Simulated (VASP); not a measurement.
A run of VASP 6.6.1 is set up as follows.

INCAR

```
ALGO     = Normal         # electronic algorithm
EDIFF    = 1E-6           # SCF threshold, eV
ENCUT    = 820            # plane-wave cutoff, eV
GGA      = RP             # functional
GGA_COMPAT= False        
ISIF     = 2              # what is computed and relaxed
ISMEAR   = -1             # smearing method
LASPH    = True           # aspherical terms in the spheres
LCHARG   = False          # write CHGCAR
LREAL    = False          # projectors in reciprocal space
LWAVE    = False          # write WAVECAR
NBANDS   = 33             # bands
NELM     = 120            # most SCF steps
PREC     = Accurate       # precision mode
SIGMA    = 0.05           # smearing width, eV
```

KPOINTS

```
k-points
0
Gamma
  10 10 5
```

File POSCAR:

```
CuO
1.0
    2.3507941185     -1.7635352256      0.0742345327
    2.3611741645      1.7777399208      0.0490929707
   -0.7219804780     -0.0397318136      5.2296646520
Cu O
2 2
Direct
    0.0142532200      0.4796454100      0.0604322300
    0.4708797100      0.1540682100      0.4741201700
    0.5692681500      0.2960328600      0.2639427200
    0.4455989200      0.5702535100      0.7015048700
```

Potentials or basis: VASP PAW PBE potentials, release 64 (Cu_sv_GW, O).

The run is started by

```console
$ cat potpaw_PBE.64/Cu_sv_GW/POTCAR potpaw_PBE.64/O/POTCAR > POTCAR
$ mpirun -np 1 vasp_std > vasp.out
```

Task: What does it give for the band gap on the k mesh?

Result: Zero (bands 25 and 26 overlap by 0.43 eV).

Task: Predict the pressure.

Result: 80.7 GPa.

Stress tensor (GPa, compression positive):
```
 72.95   8.47 -67.94
  8.47  21.81   1.13
-67.94   1.13 147.47
```

Caveat: atoms lie so close that the PAW spheres overlap strongly, which falsifies energies and pressures; the stress differs along the axes, from 22 to 147 GPa; semilocal functionals underestimate gaps, and a narrow one can read as zero; the PAW data sets were made with another functional, which shifts forces and pressure a little; semilocal functionals often make such compounds metallic where correlation or magnetic order opens a gap, which also shifts bond lengths. With open d or f shells a metallic result of RPBE can be an artefact of self-interaction; +U or a hybrid may open a gap.
